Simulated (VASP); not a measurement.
# TiO2 (I4_1/amd) in VASP: notebook, part 2 of 2

VASP 6.6.1. The steps go on from the part before.

## (4) Single point, PBE

This run uses another cell than the first one, of 11.66 Å³/atom.

INCAR

```
SYSTEM = TiO2
ALGO     = Normal         ! electronic algorithm
EDIFF    = 1E-6           ! SCF threshold, eV
ENCUT    = 520            ! plane-wave cutoff, eV
GGA      = PE             ! functional
ISIF     = 2              ! what is computed and relaxed
ISMEAR   = 0              ! smearing method
LASPH    = .TRUE.         ! aspherical terms in the spheres
LCHARG   = .FALSE.        ! write CHGCAR
LREAL    = .FALSE.        ! projectors in reciprocal space
LWAVE    = .FALSE.        ! write WAVECAR
NBANDS   = 33             ! bands
NELM     = 60             ! most SCF steps
PREC     = Accurate       ! precision mode
SIGMA    = 0.02           ! smearing width, eV
```

KPOINTS

```
k-points
0
G
  10 10 10
  0 0 0
```

POSCAR

```
TiO2
1.0
   -1.8995999944      1.8995999944      4.8488731943
    1.8995999944     -1.8995999944      4.8488731943
    1.8995999944      1.8995999944     -4.8488731943
Ti O
2 4
Direct
    0.0000000000      0.0000000000      0.0000000000
    0.7500000000      0.2500000000      0.5000000000
    0.9564814580      0.4564814580      0.5000000000
    0.2064814580      0.2064814580      0.0000000000
    0.5435185420      0.0435185420      0.5000000000
    0.7935185420      0.7935185420      0.0000000000
```

Potentials or basis: VASP PAW PBE potentials, release 64 (Ti_sv, O).

Command:

```bash
$ cat potpaw_PBE.64/Ti_sv/POTCAR potpaw_PBE.64/O/POTCAR > POTCAR
$ mpirun -np 1 vasp_std > vasp.out
```

OUTCAR:

```text
SYSTEM = TiO2
   EDIFF = 1E-6
   ENCUT = 520
   GGA = PE
   ISIF = 2
   ISMEAR = 0
   LASPH = .TRUE.
   LREAL = .FALSE.
   NELM = 60
   PREC = Accurate

 ion  position               nearest neighbor table
   1  0.000  0.000  0.000-   5 1.95   3 1.95   5 1.95   3 1.95   4 2.00   6 2.00
   2  0.750  0.250  0.500-   6 1.95   4 1.95   6 1.95   4 1.95   3 2.00   5 2.00
   3  0.956  0.456  0.500-   1 1.95   1 1.95   2 2.00
   4  0.206  0.206  0.000-   2 1.95   2 1.95   1 2.00
   5  0.544  0.044  0.500-   1 1.95   1 1.95   2 2.00
   6  0.794  0.794  0.000-   2 1.95   2 1.95   1 2.00

  LATTYP: Found a body centered tetragonal cell.
 ALAT       =     3.7991999888
 C/A-ratio  =     2.5525759152

  Lattice vectors:

 A1 = (  -1.8995999944,   1.8995999944,   4.8488731943)
 A2 = (   1.8995999944,  -1.8995999944,   4.8488731943)
 A3 = (   1.8995999944,   1.8995999944,  -4.8488731943)

Analysis of symmetry for initial positions (statically):
=====================================================================
 Subroutine PRICEL returns:
 Original cell was already a primitive cell.

 Routine SETGRP: Setting up the symmetry group for a
 body centered tetragonal supercell.

 Subroutine GETGRP returns: Found 16 space group operations
 (whereof  8 operations were pure point group operations)
 out of a pool of 16 trial point group operations.

The static configuration has the point symmetry D_2d.
 The point group associated with its full space group is D_4h.

Analysis of symmetry for dynamics (positions and initial velocities):
=====================================================================
 Subroutine PRICEL returns:
 Original cell was already a primitive cell.

 Routine SETGRP: Setting up the symmetry group for a
 body centered tetragonal supercell.

 Subroutine GETGRP returns: Found 16 space group operations
[... 127 lines left out ...]
   ISMEAR =     0;   SIGMA  =   0.02  broadening in eV -4-tet -1-fermi 0-gaus
   EFERMI_NEDOS =   21; number of points for ismear=-14 and -15
   IALGO  =     38    algorithm
   IMIX   =      4    mixing-type and parameters
     AMIX     =   0.40;   BMIX     =  1.00
     AMIX_MAG =   1.60;   BMIX_MAG =  1.00
  volume/ion in A,a.u.               =      11.66        78.72
  Fermi-wavevector in a.u.,A,eV,Ry     =   1.443711  2.728218 28.358634  2.084301
  Thomas-Fermi vector in A             =   2.562088
   LORBIT       =      0    0 simple, 1 ext, 2 COOP (PROOUT), +10 PAW based schemes
   GGA     = PE    functional components
   LHFCALC =     F    Hartree Fock is set to
   AEXX    =    0.0000 exact exchange contribution
   IVDW    =     0    specifies the selected vdW correction
   LEPSILON=     F    determine dielectric tensor
   LRPA    =     F    only Hartree local field effects (RPA)
 non-spin polarized calculation
 Gauss-broadening in eV      SIGMA  =   0.02
  energy-cutoff  :      520.00
  volume of cell :       69.99
 maximum number of plane-waves:      1899
 NGX is ok and might be reduce to    42
   NGX = 21   NGY = 21   NGZ = 21

 number of electron      47.9999996 magnetization

 Free energy of the ion-electron system (eV)
  ---------------------------------------------------
  ext. energy  EPLUGINS =         0.00000000
  ---------------------------------------------------
  free energy    TOTEN  =       -53.86475007 eV

  energy without entropy =      -53.86475007  energy(sigma->0) =      -53.86475007

 E-fermi :   3.3693     XC(G=0): -10.5927

 val. band max:        3.1420361129   @ k =  -0.4000   0.4000   0.0000
 cond. band min:       5.2539433136   @ k =   0.0000   0.0000   0.0000
 fundamental gap:      2.1119072007
 Fermi energy:         3.3693012054

 k-point     1 :       0.0000    0.0000    0.0000
  band No.  band energies     occupation
      1     -53.3142      2.00000
      2     -53.2631      2.00000
      3     -29.7431      2.00000
      4     -29.5244      2.00000
      5     -29.5244      2.00000
      6     -29.4630      2.00000
[... 853 lines left out ...]
     32       9.4200      0.00000
     33      10.3014      0.00000

 [... further k-points ...]
[... 5 lines left out ...]
  --------------------------------------------------------------------------------------
  -------------------------------------------------------------------------------------
  Total        0.2799747      0.2799747      0.3228193      0.0000000      0.0000000      0.0000000
  in kB        6.4092050      6.4092050      7.3900090      0.0000000      0.0000000      0.0000000
  external PRESSURE =       6.7361397 kB  Pullay stress =       0.0000000 kB

 VOLUME and BASIS-vectors are now :
 -----------------------------------------------------------------------------
  energy-cutoff  :      520.00
  volume of cell :       69.99
      direct lattice vectors                 reciprocal lattice vectors
    -1.899599994  1.899599994  4.848873194     0.000000000  0.263213309  0.103116741
     1.899599994 -1.899599994  4.848873194     0.263213309  0.000000000  0.103116741
     1.899599994  1.899599994 -4.848873194     0.263213309  0.263213309  0.000000000

 POSITION                                       TOTAL-FORCE (eV/Angst)
 -----------------------------------------------------------------------------------
      0.00000      0.00000      0.00000         0.000000      0.000000      0.000000
      0.00000      1.89960      2.42444         0.000000      0.000000      0.000000
     -0.00000      1.89960      4.42684         0.000000     -0.000000      0.019677
      0.00000      0.00000      2.00240        -0.000000      0.000000      0.019677
      0.00000      1.89960      0.42203         0.000000     -0.000000     -0.019677
      0.00000      0.00000      7.69534        -0.000000      0.000000     -0.019677
 -----------------------------------------------------------------------------------
    total drift:                                0.000000      0.000000     -0.000000

  FREE ENERGIE OF THE ION-ELECTRON SYSTEM (eV)
  ---------------------------------------------------
  free  energy   TOTEN  =       -53.8647500660 eV

  energy  without entropy=      -53.8647500660  energy(sigma->0) =      -53.86475007
```

OSZICAR:

```text
N       E                     dE             d eps       ncg     rms          rms(c)
DAV:   1     0.658768295800E+03    0.65877E+03   -0.24138E+04  6732   0.168E+03
DAV:   2     0.283422688191E+02   -0.63043E+03   -0.58319E+03  7418   0.506E+02
DAV:   3    -0.662218255999E+02   -0.94564E+02   -0.93011E+02  9073   0.189E+02
DAV:   4    -0.711463041122E+02   -0.49245E+01   -0.49140E+01 10334   0.416E+01
DAV:   5    -0.713265418032E+02   -0.18024E+00   -0.18021E+00  8560   0.614E+00    0.314E+01
DAV:   6    -0.541022241614E+02    0.17224E+02   -0.80011E+01  9387   0.881E+01    0.113E+01
DAV:   7    -0.541308565284E+02   -0.28632E-01   -0.15477E+01  8970   0.333E+01    0.919E+00
DAV:   8    -0.539744328410E+02    0.15642E+00   -0.50703E-01  8658   0.586E+00    0.682E+00
DAV:   9    -0.539529275815E+02    0.21505E-01   -0.10469E+00  9294   0.117E+01    0.281E+00
DAV:  10    -0.538795302851E+02    0.73397E-01   -0.55131E-01  9230   0.710E+00    0.102E+00
DAV:  11    -0.538658375355E+02    0.13693E-01   -0.52204E-02  8914   0.168E+00    0.524E-01
DAV:  12    -0.538652861456E+02    0.55139E-03   -0.10114E-02  8199   0.111E+00    0.194E-01
DAV:  13    -0.538647632676E+02    0.52288E-03   -0.15290E-03  9347   0.386E-01    0.338E-02
DAV:  14    -0.538647464154E+02    0.16852E-04   -0.17621E-04  8777   0.128E-01    0.217E-02
DAV:  15    -0.538647497527E+02   -0.33373E-05   -0.68055E-05  8289   0.517E-02    0.695E-03
DAV:  16    -0.538647500660E+02   -0.31326E-06   -0.41845E-06  7554   0.129E-02
   1 F= -.53864750E+02 E0= -.53864750E+02  d E =-.377457E-60
```

stdout:

```text
POSCAR found type information on POSCAR TiO
 POSCAR found :  2 types and       6 ions
 scaLAPACK will be used
 LDA part: xc-table for (Slater+PW92), standard interpolation
 POSCAR, INCAR and KPOINTS ok, starting setup
 FFT: planning ... GRIDC
 FFT: planning ... GRID_SOFT
 FFT: planning ... GRID
 WAVECAR not read
 entering main loop
```

Wall time 9.4 min (1 thread of Intel Xeon 8259CL, shared host); peak memory 0.38 GiB.

What came out:

| Quantity | Value |
| --- | --- |
| Free energy | -53.8648 eV |
| Pressure | 0.7 GPa |
| Largest force | 0.020 eV/Å |
| Band gap on the k mesh | 2.11 eV (least direct gap 2.41 eV) |

Forces on the atoms (eV/Å):
```
Ti   0.000  0.000  0.000
Ti   0.000  0.000  0.000
O    0.000  0.000  0.020
O    0.000  0.000  0.020
O    0.000  0.000 -0.020
O    0.000  0.000 -0.020
```

Levels at points of the mesh, in eV from the valence-band top:
```csv
k point,band 22,band 23,band 24,band 25,band 26,band 27
"(0.00, 0.00, 0.00)",-0.78,-0.41,-0.41,2.11,2.78,3.97
"(0.50, 0.00, 0.00)",-0.87,-0.84,-0.63,3.19,3.46,3.51
"(0.50, 0.50, 0.00)",-1.97,-0.04,-0.04,3.21,3.21,3.69
"(0.50, 0.50, 0.50)",-1.23,-0.09,-0.09,2.43,2.43,3.70
```

A k mesh can miss the band edges.

## (5) Single point, PBE

This run uses another cell than the first one, of 11.66 Å³/atom.

INCAR

```
ALGO = Normal ; EDIFF = 1E-6
ENCUT = 520 ; GGA = PE
ISIF = 2 ; ISMEAR = 0
LASPH = T ; LCHARG = T
LELF = T ; LREAL = F
LVHAR = T ; LWAVE = F
NBANDS = 33 ; NELM = 80
PREC = Accurate ; SIGMA = 0.02
```

KPOINTS

```
k-points
0
Gamma
  10 10 10
```

POSCAR is that of step 4.

Potentials or basis: VASP PAW PBE potentials, release 64 (Ti_sv, O).

Command:

```bash
$ cat potpaw_PBE.64/Ti_sv/POTCAR potpaw_PBE.64/O/POTCAR > POTCAR
$ mpirun -np 1 vasp_std > vasp.out
```

OUTCAR:

```text
EDIFF = 1E-6
   ENCUT = 520
   GGA = PE
   ISIF = 2
   ISMEAR = 0
   LASPH = T
   LREAL = F
   NELM = 80
   PREC = Accurate

 ion  position               nearest neighbor table
   1  0.000  0.000  0.000-   5 1.95   3 1.95   5 1.95   3 1.95   4 2.00   6 2.00
   2  0.750  0.250  0.500-   6 1.95   4 1.95   6 1.95   4 1.95   3 2.00   5 2.00
   3  0.956  0.456  0.500-   1 1.95   1 1.95   2 2.00
   4  0.206  0.206  0.000-   2 1.95   2 1.95   1 2.00
   5  0.544  0.044  0.500-   1 1.95   1 1.95   2 2.00
   6  0.794  0.794  0.000-   2 1.95   2 1.95   1 2.00

  LATTYP: Found a body centered tetragonal cell.
 ALAT       =     3.7991999888
 C/A-ratio  =     2.5525759152

  Lattice vectors:

 A1 = (  -1.8995999944,   1.8995999944,   4.8488731943)
 A2 = (   1.8995999944,  -1.8995999944,   4.8488731943)
 A3 = (   1.8995999944,   1.8995999944,  -4.8488731943)

Analysis of symmetry for initial positions (statically):
=====================================================================
 Subroutine PRICEL returns:
 Original cell was already a primitive cell.
[... 177 lines left out ...]
  free energy    TOTEN  =       -53.86475007 eV

  energy without entropy =      -53.86475007  energy(sigma->0) =      -53.86475007

 E-fermi :   3.3693     XC(G=0): -10.5927

 val. band max:        3.1420361129   @ k =  -0.4000   0.4000   0.0000
 cond. band min:       5.2539433136   @ k =   0.0000   0.0000   0.0000
 fundamental gap:      2.1119072007
 Fermi energy:         3.3693012054

 k-point     1 :       0.0000    0.0000    0.0000
  band No.  band energies     occupation
      1     -53.3142      2.00000
      2     -53.2631      2.00000
      3     -29.7431      2.00000
      4     -29.5244      2.00000
      5     -29.5244      2.00000
      6     -29.4630      2.00000
[... 853 lines left out ...]
     32       9.4200      0.00000
     33      10.3014      0.00000

 [... further k-points ...]
[... 5 lines left out ...]
  --------------------------------------------------------------------------------------
  -------------------------------------------------------------------------------------
  Total        0.2799747      0.2799747      0.3228193      0.0000000      0.0000000      0.0000000
  in kB        6.4092050      6.4092050      7.3900090      0.0000000      0.0000000      0.0000000
  external PRESSURE =       6.7361397 kB  Pullay stress =       0.0000000 kB

 VOLUME and BASIS-vectors are now :
 -----------------------------------------------------------------------------
  energy-cutoff  :      520.00
  volume of cell :       69.99
      direct lattice vectors                 reciprocal lattice vectors
    -1.899599994  1.899599994  4.848873194     0.000000000  0.263213309  0.103116741
     1.899599994 -1.899599994  4.848873194     0.263213309  0.000000000  0.103116741
     1.899599994  1.899599994 -4.848873194     0.263213309  0.263213309  0.000000000

 POSITION                                       TOTAL-FORCE (eV/Angst)
 -----------------------------------------------------------------------------------
      0.00000      0.00000      0.00000         0.000000      0.000000      0.000000
      0.00000      1.89960      2.42444         0.000000      0.000000      0.000000
     -0.00000      1.89960      4.42684         0.000000     -0.000000      0.019677
      0.00000      0.00000      2.00240        -0.000000      0.000000      0.019677
      0.00000      1.89960      0.42203         0.000000     -0.000000     -0.019677
      0.00000      0.00000      7.69534        -0.000000      0.000000     -0.019677
 -----------------------------------------------------------------------------------
    total drift:                                0.000000      0.000000     -0.000000

  FREE ENERGIE OF THE ION-ELECTRON SYSTEM (eV)
  ---------------------------------------------------
  free  energy   TOTEN  =       -53.8647500660 eV

  energy  without entropy=      -53.8647500660  energy(sigma->0) =      -53.86475007
```

Wall time 10 min (1 thread of Intel Xeon 8259CL, shared host); peak memory 0.38 GiB.

Results:

- Free energy: -53.8648 eV
- Pressure: 0.7 GPa
- Largest force: 0.020 eV/Å
- Band gap on the k mesh: 2.11 eV (least direct gap 2.41 eV)

Forces in eV/Å, atoms in the order of the input:
```
Ti   0.000  0.000  0.000
Ti   0.000  0.000  0.000
O    0.000  0.000  0.020
O    0.000  0.000  0.020
O    0.000  0.000 -0.020
O    0.000  0.000 -0.020
```

Stress tensor (GPa, compression positive):
```
0.64 0.00 0.00
0.00 0.64 0.00
0.00 0.00 0.74
```

A k mesh can miss the band edges.

## (6) Single point, PBE

This run uses another cell than the first one, of 11.87 Å³/atom.

INCAR

```
SYSTEM = TiO2
ALGO = Normal ; EDIFF = 1E-6
ENCUT = 520 ; GGA = PE
ISIF = 2 ; ISMEAR = 0
LASPH = .TRUE. ; LCHARG = .TRUE.
LELF = .TRUE. ; LREAL = .FALSE.
LVHAR = .TRUE. ; LWAVE = .FALSE.
NBANDS = 33 ; NELM = 60
PREC = Accurate ; SIGMA = 0.02
```

KPOINTS

```
k-points
0
G
  10 10 10
  0 0 0
```

POSCAR

```
TiO2
1.0
   -1.9055843862      1.9055843862      4.9051921159
    1.9055843862     -1.9055843862      4.9051921159
    1.9055843862      1.9055843862     -4.9051921159
Ti O
2 4
Direct
    0.0000000000      0.0000000000      0.0000000000
    0.7500000000      0.2500000000      0.5000000000
    0.9551758395      0.4551758395      0.5000000000
    0.2051758395      0.2051758395      0.0000000000
    0.5448241605      0.0448241605      0.5000000000
    0.7948241605      0.7948241605      0.0000000000
```

Potentials or basis: VASP PAW PBE potentials, release 64 (Ti_sv, O).

Command:

```bash
$ cat potpaw_PBE.64/Ti_sv/POTCAR potpaw_PBE.64/O/POTCAR > POTCAR
$ mpirun -np 1 vasp_std > vasp.out
```

Run time: 10 min. Hardware: 1 thread of Intel Xeon 8259CL, shared host; peak memory 0.38 GiB.

The run converged. Its results:

| Item | Value |
| --- | --- |
| Free energy | -53.8591 eV |
| Pressure | -2.4 GPa |
| Largest force | 0.017 eV/Å |
| Band gap on the k mesh | 2.12 eV (least direct gap 2.38 eV) |

Forces in eV/Å, atoms in the order of the input:
```
Ti   0.000  0.000  0.000
Ti   0.000  0.000  0.000
O    0.000  0.000  0.017
O    0.000  0.000  0.017
O    0.000  0.000 -0.017
O    0.000  0.000 -0.017
```

Levels at points of the mesh, in eV from the valence-band top:
| k point | band 21 | band 22 | band 23 | band 24 | band 25 | band 26 | band 27 | band 28 |
| --- | --- | --- | --- | --- | --- | --- | --- | --- |
| (0.00, 0.00, 0.00) | -0.80 | -0.78 | -0.37 | -0.37 | 2.12 | 2.74 | 3.96 | 3.96 |
| (0.50, 0.00, 0.00) | -1.81 | -0.83 | -0.82 | -0.63 | 3.16 | 3.41 | 3.44 | 3.49 |
| (0.50, 0.50, 0.00) | -1.90 | -1.90 | -0.05 | -0.05 | 3.14 | 3.14 | 3.61 | 3.61 |
| (0.50, 0.50, 0.50) | -1.20 | -1.20 | -0.07 | -0.07 | 2.42 | 2.42 | 3.66 | 3.66 |

A k mesh can miss the band edges.

## (7) The runs side by side

| task | cell | cutoff (eV) | gap on the mesh (eV) | pressure (GPa) | largest force (eV/Å) |
| --- | --- | --- | --- | --- | --- |
| relaxation of cell and atoms | relaxed to 30 GPa from a = 5.172 Å, angles 138.3, 138.3, 60.4°, 6 atoms, atomic positions A | 600 | 1.79 | 30.0 | 0.01 |
| single point | a = 5.493 Å, angles 139.7, 139.7, 58.4°, 6 atoms, atomic positions B | 520 | 2.10 | 3.7 | 0.02 |
| single point | a = 5.543 Å, angles 139.9, 139.9, 58.0°, 6 atoms, atomic positions C | 520 | 2.11 | 0.7 | 0.02 |
| single point | a = 5.597 Å, angles 140.2, 140.2, 57.6°, 6 atoms, atomic positions D | 520 | 2.12 | -2.4 | 0.02 |

Alike in all rows: level PBE; potentials or basis VASP PAW PBE potentials, release 64 (Ti_sv, O); no spin polarisation; k mesh 10 × 10 × 10; smearing gaussian 0.02 eV.

Caveats: the cell is relaxed towards a set pressure, so the run minimises the enthalpy, not the energy (at least some runs); the cell stands under pressure (at least some runs).

Absolute energies hang on the potentials; compare differences alone.
